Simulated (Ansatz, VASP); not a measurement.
CuI: VASP beside Ansatz

```xyz
2
Lattice="0.0000 3.0315 3.0315 3.0315 0.0000 3.0315 3.0315 3.0315 0.0000" Properties=species:S:1:pos:R:3 pbc="T T T"
I     0.0000    0.0000    0.0000
Cu    4.5473    4.5473    4.5473
```

Alike in both runs: functional PBEsol; k mesh 6 × 6 × 6; occupations fermi-dirac, width 0.05 eV; non-collinear spin, spin-orbit coupling.

|  | VASP | Ansatz |
| --- | --- | --- |
| version | VASP 6.6.1 | Ansatz 0.2.0 |
| potentials or method | VASP PAW PBE potentials, release 64 (I, Cu), cutoff 520 eV | all-electron LAPW, relativistic spinors |
| task | single point | band structure |

```tsv
	VASP	Ansatz	Ansatz less VASP
pressure (GPa)	-2.4	-2.5	-0.10
net moment per atom (μB)	0.00	0.00	0.000
```

VASP's potentials were made for PBE, not for PBEsol. Ansatz ran all-electron here, and VASP with PAW potentials.
